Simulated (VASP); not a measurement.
# CaS (Fm-3m) in VASP: settings compared

The runs below take CaS through single point, with PBE, revPBE.

Everything below comes from runs of VASP 6.6.1. Logs are shortened: lines on timing, memory, paths and dates and some standing lists are left out, and cuts for length are marked.

### Step 1. The cell of the first run

Symmetry: Fm-3m, No. 225, cubic system. The conventional cell has a = 5.686 Å, b = 5.686 Å, c = 5.686 Å, α = 90.00°, β = 90.00°, γ = 90.00°. Ca (site symmetry m-3m) has 6 S at 2.84 Å within 3.7 Å. Within 3.7 Å of S (site symmetry m-3m) lie 6 Ca at 2.84 Å.

### Step 2. Single point, PBE

INCAR

```
SYSTEM = CaS
  ALGO = Normal
  EDIFF = 1E-6
  ENCUT = 500
  GGA = PE
  GGA_COMPAT = .False.
  ISIF = 2
  ISMEAR = 0
  LASPH = .True.
  LCHARG = .False.
  LREAL = .False.
  LWAVE = .False.
  NBANDS = 15
  NELM = 120
  PREC = Accurate
  SIGMA = 0.05
```

KPOINTS

```
k-points
0
Gamma
  8 8 8
  0 0 0
```

POSCAR

```
CaS
1.0
    0.0000000000      2.8430011916      2.8430011916
    2.8430011916      0.0000000000      2.8430011916
    2.8430011916      2.8430011916      0.0000000000
Ca S
1 1
Direct
    0.5000000000      0.5000000000      0.5000000000
    0.0000000000      0.0000000000      0.0000000000
```

Potentials or basis: VASP PAW PBE potentials, release 64 (Ca_sv, S).

On the command line:

```bash
cat potpaw_PBE.64/Ca_sv/POTCAR potpaw_PBE.64/S/POTCAR > POTCAR
mpirun -np 1 vasp_std > vasp.out
```

OUTCAR:

```text
SYSTEM = CaS
   EDIFF = 1E-6
   ENCUT = 500
   GGA = PE
   ISIF = 2
   ISMEAR = 0
   LASPH = .True.
   LREAL = .False.
   NELM = 120
   PREC = Accurate

 ion  position               nearest neighbor table
   1  0.500  0.500  0.500-   2 2.84   2 2.84   2 2.84   2 2.84   2 2.84   2 2.84
   2  0.000  0.000  0.000-   1 2.84   1 2.84   1 2.84   1 2.84   1 2.84   1 2.84

  LATTYP: Found a face centered cubic cell.
 ALAT       =     5.6860023832

  Lattice vectors:

 A1 = (   0.0000000000,   2.8430011916,   2.8430011916)
 A2 = (   2.8430011916,   0.0000000000,   2.8430011916)
 A3 = (   2.8430011916,   2.8430011916,   0.0000000000)

Analysis of symmetry for initial positions (statically):
=====================================================================
 Subroutine PRICEL returns:
 Original cell was already a primitive cell.

 Routine SETGRP: Setting up the symmetry group for a
 face centered cubic supercell.

 Subroutine GETGRP returns: Found 48 space group operations
 (whereof 48 operations were pure point group operations)
 out of a pool of 48 trial point group operations.

The static configuration has the point symmetry O_h .

Analysis of symmetry for dynamics (positions and initial velocities):
=====================================================================
 Subroutine PRICEL returns:
 Original cell was already a primitive cell.

 Routine SETGRP: Setting up the symmetry group for a
 face centered cubic supercell.

 Subroutine GETGRP returns: Found 48 space group operations
 (whereof 48 operations were pure point group operations)
 out of a pool of 48 trial point group operations.

The dynamic configuration has the point symmetry O_h .

 Subroutine INISYM returns: Found 48 space group operations
 (whereof 48 operations are pure point group operations),
 and found     1 'primitive' translations

----------------------------------------------------------------------------------------

                                     Primitive cell

  volume of cell :      45.9580

  direct lattice vectors                    reciprocal lattice vectors
     0.000000000  2.843001192  2.843001192    -0.175870486  0.175870486  0.175870486
     2.843001192  0.000000000  2.843001192     0.175870486 -0.175870486  0.175870486
     2.843001192  2.843001192  0.000000000     0.175870486  0.175870486 -0.175870486

  length of vectors
     4.020610843  4.020610843  4.020610843     0.304616617  0.304616617  0.304616617

  position of ions in fractional coordinates (direct lattice)
     0.500000000  0.500000000  0.500000000
     0.000000000  0.000000000  0.000000000

  ion indices of the primitive-cell ions
   primitive index   ion index
                 1           1
                 2           2

----------------------------------------------------------------------------------------

 KPOINTS: k-points

Automatic generation of k-mesh.
 Grid dimensions read from file:
 generate k-points for:    8    8    8

 Generating k-lattice:

  Cartesian coordinates                     Fractional coordinates (reciprocal lattice)
    -0.021983811  0.021983811  0.021983811     0.125000000  0.000000000  0.000000000
     0.021983811 -0.021983811  0.021983811     0.000000000  0.125000000  0.000000000
     0.021983811  0.021983811 -0.021983811     0.000000000  0.000000000  0.125000000

  Length of vectors
     0.038077077  0.038077077  0.038077077

  Shift w.r.t. Gamma in fractional coordinates (k-lattice)
     0.000000000  0.000000000  0.000000000

 Subroutine IBZKPT returns following result:
 ===========================================

 Found     29 irreducible k-points:

 Following reciprocal coordinates:
            Coordinates               Weight
  0.000000  0.000000  0.000000      1.000000
  0.125000  0.000000  0.000000      8.000000
  0.250000  0.000000  0.000000      8.000000
  0.375000  0.000000  0.000000      8.000000
  0.500000  0.000000  0.000000      4.000000
  0.125000  0.125000  0.000000      6.000000
[... 16 lines left out ...]
  0.500000  0.250000  0.125000     48.000000
 -0.375000  0.250000  0.125000     24.000000
 [... further k-points ...]
   k-points           NKPTS =     29   k-points in BZ     NKDIM =     29   number of bands    NBANDS=     15
   number of dos      NEDOS =    301   number of ions     NIONS =      2
   total plane-waves  NPLWV =  27000
   dimension x,y,z NGX =    30 NGY =   30 NGZ =   30
   dimension x,y,z NGXF=    60 NGYF=   60 NGZF=   60
   ions per type =               1   1
   NGX,Y,Z   is equivalent  to a cutoff of  12.40, 12.40, 12.40 a.u.
   NGXF,Y,Z  is equivalent  to a cutoff of  24.81, 24.81, 24.81 a.u.
 SYSTEM =  CaS
   PREC   = accura    normal or accurate (medium, high low for compatibility)
   ISTART =      0    job   : 0-new  1-cont  2-samecut
   ICHARG =      2    charge: 1-file 2-atom 10-const
   ISPIN  =      1    spin polarized calculation?
   LNONCOLLINEAR =      F non collinear calculations
   LSORBIT =      F    spin-orbit coupling
   LASPH  =      T    aspherical Exc in radial PAW
   ENCUT  =  500.0 eV  36.75 Ry    6.06 a.u.   7.33  7.33  7.33*2*pi/ulx,y,z
   NELM   =    120;   NELMIN=  2; NELMDL= -5     # of ELM steps
   EDIFF  = 0.1E-05   stopping-criterion for ELM
   LREAL  =      F    real-space projection
   EDIFFG = 0.1E-04   stopping-criterion for IOM
   NSW    =      0    number of steps for IOM
   IBRION =     -1    ionic relax: 0-MD 1-quasi-New 2-CG
   NFREE  =      0    steps in history (QN), initial steepest desc. (CG)
   ISIF   =      2    stress and relaxation
   ISYM   =      2    0-nonsym 1-usesym 2-fastsym
   POTIM  = 0.5000    time-step for ionic-motion
   TEBEG  =    0.0;   TEEND  =   0.0 temperature during run
   PSTRESS=    0.0 pullay stress
   NELECT =      16.0000    total number of electrons
   NUPDOWN=      -1.0000    fix difference up-down
   EMIN   =  10.00;   EMAX   =-10.00  energy-range for DOS
   EFERMI =   0.00;   METHOD = LEGACY
   ISMEAR =     0;   SIGMA  =   0.05  broadening in eV -4-tet -1-fermi 0-gaus
   EFERMI_NEDOS =   21; number of points for ismear=-14 and -15
   IALGO  =     38    algorithm
   IMIX   =      4    mixing-type and parameters
     AMIX     =   0.40;   BMIX     =  1.00
     AMIX_MAG =   1.60;   BMIX_MAG =  1.00
  volume/ion in A,a.u.               =      22.98       155.07
  Fermi-wavevector in a.u.,A,eV,Ry     =   1.151669  2.176339 18.045980  1.326342
  Thomas-Fermi vector in A             =   2.288325
   LORBIT       =      0    0 simple, 1 ext, 2 COOP (PROOUT), +10 PAW based schemes
   GGA     = PE    functional components
   LHFCALC =     F    Hartree Fock is set to
   AEXX    =    0.0000 exact exchange contribution
   IVDW    =     0    specifies the selected vdW correction
   LEPSILON=     F    determine dielectric tensor
   LRPA    =     F    only Hartree local field effects (RPA)
 non-spin polarized calculation
 Gauss-broadening in eV      SIGMA  =   0.05
  energy-cutoff  :      500.00
  volume of cell :       45.96
 maximum number of plane-waves:      1211
 NGX is ok and might be reduce to    30
   NGX = 15   NGY = 15   NGZ = 15

 number of electron      16.0000004 magnetization

 Free energy of the ion-electron system (eV)
  ---------------------------------------------------
  ext. energy  EPLUGINS =         0.00000000
  ---------------------------------------------------
  free energy    TOTEN  =       -10.36251293 eV

  energy without entropy =      -10.36251293  energy(sigma->0) =      -10.36251293

 E-fermi :   3.0278     XC(G=0):  -9.3358

 val. band max:        2.7616261584   @ k =   0.0000   0.0000   0.0000
 cond. band min:       5.1081261821   @ k =   0.5000   0.5000   0.0000
 fundamental gap:      2.3465000237
 Fermi energy:         3.0278225419

 k-point     1 :       0.0000    0.0000    0.0000
  band No.  band energies     occupation
      1     -36.4193      2.00000
      2     -17.3998      2.00000
      3     -17.3998      2.00000
      4     -17.3998      2.00000
      5      -8.5799      2.00000
      6       2.7616      2.00000
      7       2.7616      2.00000
      8       2.7616      2.00000
      9       6.9258      0.00000
     10       6.9258      0.00000
     11       6.9258      0.00000
     12       6.9388      0.00000
     13       7.5238      0.00000
     14       7.5238      0.00000
     15      13.6383      0.00000

 k-point     2 :       0.1250    0.0000    0.0000
  band No.  band energies     occupation
      1     -36.4175      2.00000
      2     -17.4256      2.00000
      3     -17.4018      2.00000
      4     -17.4018      2.00000
      5      -8.4709      2.00000
      6       2.0990      2.00000
      7       2.5343      2.00000
      8       2.5343      2.00000
      9       6.9239      0.00000
     10       7.1558      0.00000
     11       7.1558      0.00000
     12       7.7086      0.00000
     13       7.9350      0.00000
     14       7.9350      0.00000
     15      13.7749      0.00000

 k-point     3 :       0.2500    0.0000    0.0000
  band No.  band energies     occupation
      1     -36.4134      2.00000
      2     -17.4866      2.00000
      3     -17.4065      2.00000
      4     -17.4065      2.00000
      5      -8.1942      2.00000
      6       0.9299      2.00000
      7       2.0872      2.00000
      8       2.0872      2.00000
      9       7.0518      0.00000
     10       7.7390      0.00000
     11       7.7390      0.00000
     12       8.9577      0.00000
     13       8.9577      0.00000
     14       9.0506      0.00000
     15      13.1538      0.00000

 k-point     4 :       0.3750    0.0000    0.0000
  band No.  band energies     occupation
      1     -36.4093      2.00000
      2     -17.5460      2.00000
      3     -17.4112      2.00000
      4     -17.4112      2.00000
      5      -7.8931      2.00000
      6       0.0034      2.00000
      7       1.7273      2.00000
      8       1.7273      2.00000
      9       7.4876      0.00000
     10       8.5139      0.00000
     11       8.5139      0.00000
     12       9.3738      0.00000
     13      10.1307      0.00000
     14      10.1307      0.00000
     15      12.6607      0.00000
[... 307 lines left out ...]
 k-point    22 :       0.3750    0.2500    0.1250
  band No.  band energies     occupation
      1     -36.4104      2.00000
      2     -17.4962      2.00000
      3     -17.4337      2.00000
      4     -17.4142      2.00000
      5      -8.0620      2.00000
      6       0.6048      2.00000
      7       1.9049      2.00000
      8       1.9121      2.00000
      9       6.5658      0.00000
     10       8.0780      0.00000
     11       8.4939      0.00000
     12       8.6533      0.00000
     13       9.1781      0.00000
     14      10.8803      0.00000
     15      12.4039      0.00000

 k-point    23 :       0.5000    0.2500    0.1250
  band No.  band energies     occupation
      1     -36.4071      2.00000
      2     -17.5259      2.00000
      3     -17.4471      2.00000
      4     -17.4217      2.00000
      5      -7.8753      2.00000
      6       0.2512      2.00000
      7       1.4475      2.00000
      8       1.6764      2.00000
      9       7.0774      0.00000
     10       8.6358      0.00000
     11       8.9260      0.00000
     12       9.0550      0.00000
     13       9.7015      0.00000
     14      11.1902      0.00000
     15      11.6114      0.00000

 k-point    24 :      -0.3750    0.2500    0.1250
  band No.  band energies     occupation
      1     -36.4057      2.00000
      2     -17.5387      2.00000
      3     -17.4503      2.00000
      4     -17.4265      2.00000
      5      -7.7955      2.00000
      6       0.1195      2.00000
      7       1.2574      2.00000
      8       1.5866      2.00000
      9       7.7514      0.00000
     10       8.0747      0.00000
     11       9.2189      0.00000
     12       9.5397      0.00000
     13       9.8213      0.00000
     14      10.7888      0.00000
     15      12.0946      0.00000

 [... further k-points ...]

------------------------ aborting loop because EDIFF is reached ----------------------------------------

  FORCE on cell =-STRESS in cart. coord.  units (eV):
  Direction    XX          YY          ZZ          XY          YZ          ZX
  --------------------------------------------------------------------------------------
  -------------------------------------------------------------------------------------
  Total        0.2723595      0.2723595      0.2723595      0.0000000     -0.0000000     -0.0000000
  in kB        9.4949337      9.4949337      9.4949337      0.0000000     -0.0000000     -0.0000000
  external PRESSURE =       9.4949337 kB  Pullay stress =       0.0000000 kB

 VOLUME and BASIS-vectors are now :
 -----------------------------------------------------------------------------
  energy-cutoff  :      500.00
  volume of cell :       45.96
      direct lattice vectors                 reciprocal lattice vectors
     0.000000000  2.843001192  2.843001192    -0.175870486  0.175870486  0.175870486
     2.843001192  0.000000000  2.843001192     0.175870486 -0.175870486  0.175870486
     2.843001192  2.843001192  0.000000000     0.175870486  0.175870486 -0.175870486

 POSITION                                       TOTAL-FORCE (eV/Angst)
 -----------------------------------------------------------------------------------
      2.84300      2.84300      2.84300        -0.000000     -0.000000     -0.000000
      0.00000      0.00000      0.00000         0.000000      0.000000      0.000000
 -----------------------------------------------------------------------------------
    total drift:                                0.000000      0.000000      0.000000

  FREE ENERGIE OF THE ION-ELECTRON SYSTEM (eV)
  ---------------------------------------------------
  free  energy   TOTEN  =       -10.3625129305 eV

  energy  without entropy=      -10.3625129305  energy(sigma->0) =      -10.36251293
```

Run time: 16 s. Hardware: 1 thread of Intel Xeon Platinum 8259CL at 2.50GHz (Skylake/Cascade Lake), shared host; peak memory 0.17 GiB.

Results:

| Quantity | Value |
| --- | --- |
| Free energy | -10.3625 eV |
| Pressure | 0.9 GPa |
| Band gap on the k mesh | 2.35 eV, indirect (least direct gap 3.16 eV) |

### Step 3. Single point, revPBE

INCAR

```
SYSTEM = CaS
PREC     = Accurate       ! precision mode
ENCUT    = 500            ! plane-wave cutoff, eV
EDIFF    = 1E-6           ! SCF threshold, eV
ISMEAR   = 0              ! smearing method
SIGMA    = 0.05           ! smearing width, eV
LREAL    = .FALSE.        ! projectors in reciprocal space
LASPH    = .TRUE.         ! aspherical terms in the spheres
NELM     = 120            ! most SCF steps
ALGO     = Normal         ! electronic algorithm
ISIF     = 2              ! what is computed and relaxed
LWAVE    = .FALSE.        ! write WAVECAR
LCHARG   = .FALSE.        ! write CHGCAR
GGA      = RE             ! functional
NBANDS   = 15             ! bands
GGA_COMPAT= .FALSE.
```

KPOINTS

```
Automatic mesh
0
G
  8 8 8
  0 0 0
```

POSCAR is that of step 2.

Potentials or basis: VASP PAW PBE potentials, release 64 (Ca_sv, S).

On the command line:

```bash
cat potpaw_PBE.64/Ca_sv/POTCAR potpaw_PBE.64/S/POTCAR > POTCAR
mpirun -np 1 vasp_std > vasp.out
```

Run time: 17 s. Hardware: 1 thread of Intel Xeon Platinum 8259CL at 2.50GHz (Skylake/Cascade Lake), shared host; peak memory 0.17 GiB.

Results (log left out):

| Quantity | Value |
| --- | --- |
| Free energy | -9.8357 eV |
| Pressure | 2.6 GPa |
| Band gap on the k mesh | 2.44 eV, indirect (least direct gap 3.24 eV) |

Levels at points of the mesh, in eV from the valence-band top:
```csv
k point,band 5,band 6,band 7,band 8,band 9,band 10,band 11,band 12
"(0.00, 0.00, 0.00)",-11.33,0.00,0.00,0.00,4.24,4.24,4.24,4.32
"(0.50, 0.00, 0.00)",-10.52,-3.07,-1.15,-1.15,5.33,6.15,6.28,6.28
"(0.50, 0.50, 0.00)",-10.70,-2.26,-0.80,-0.80,2.44,5.65,6.16,6.84
```

Caveat: the PAW data sets were made with another functional, which shifts forces and pressure a little.

### Step 4. Single point, revPBE (volume scaled by 0.98)

INCAR

```
PREC = Accurate
ENCUT = 500
EDIFF = 1E-6
ISMEAR = 0
SIGMA = 0.05
LREAL = F
LASPH = T
NELM = 120
ALGO = Normal
ISIF = 2
LWAVE = F
LCHARG = T
GGA = RE
LELF = T
LVHAR = T
NBANDS = 15
GGA_COMPAT = F
```

KPOINTS

```
regular mesh
0
Gamma
  8 8 8
```

POSCAR

```
CaS
1.0
    0.0000000000      2.8650677468      2.8650677468
    2.8650677468      0.0000000000      2.8650677468
    2.8650677468      2.8650677468      0.0000000000
Ca S
1 1
Direct
    0.5000000000      0.5000000000      0.5000000000
    0.0000000000      0.0000000000      0.0000000000
```

On the command line:

```bash
cat potpaw_PBE.64/Ca_sv/POTCAR potpaw_PBE.64/S/POTCAR > POTCAR
mpirun -np 1 vasp_std > vasp.out
```

It took 18 s on 1 thread of Intel Xeon Platinum 8259CL at 2.50GHz (Skylake/Cascade Lake), shared host; peak memory 0.17 GiB.

Results (log left out):

| Quantity | Value |
| --- | --- |
| Free energy | -9.8490 eV |
| Pressure | 1.2 GPa |
| Band gap on the k mesh | 2.49 eV, indirect (least direct gap 3.28 eV) |

Levels at points of the mesh, in eV from the valence-band top:
```
           k point  band 6  band 7  band 8  band 9  band 10  band 11
(0.00, 0.00, 0.00)    0.00    0.00    0.00    4.18     4.24     4.24
(0.50, 0.00, 0.00)   -2.99   -1.11   -1.11    5.28     6.07     6.21
(0.50, 0.50, 0.00)   -2.21   -0.79   -0.79    2.49     5.60     6.05
```

Caveat: the PAW data sets were made with another functional, which shifts forces and pressure a little. A k mesh can miss the band edges.

### Step 5. Overview

```csv
level,cell,gap on the mesh (eV),pressure (GPa)
PBE,"a = 4.021 Å, angles 60.0°, 2 atoms",2.35,0.9
revPBE,"a = 4.021 Å, angles 60.0°, 2 atoms",2.44,2.6
revPBE,"a = 4.052 Å, angles 60.0°, 2 atoms",2.49,1.2
```

Alike in all rows: task single point; potentials or basis VASP PAW PBE potentials, release 64 (Ca_sv, S); no spin polarisation; k mesh 8 × 8 × 8; cutoff (eV) 500; smearing gaussian 0.05 eV.

Caveats: the PAW data sets were made with another functional, which shifts forces and pressure a little (some runs).

Absolute energies hang on the potentials; compare differences alone.
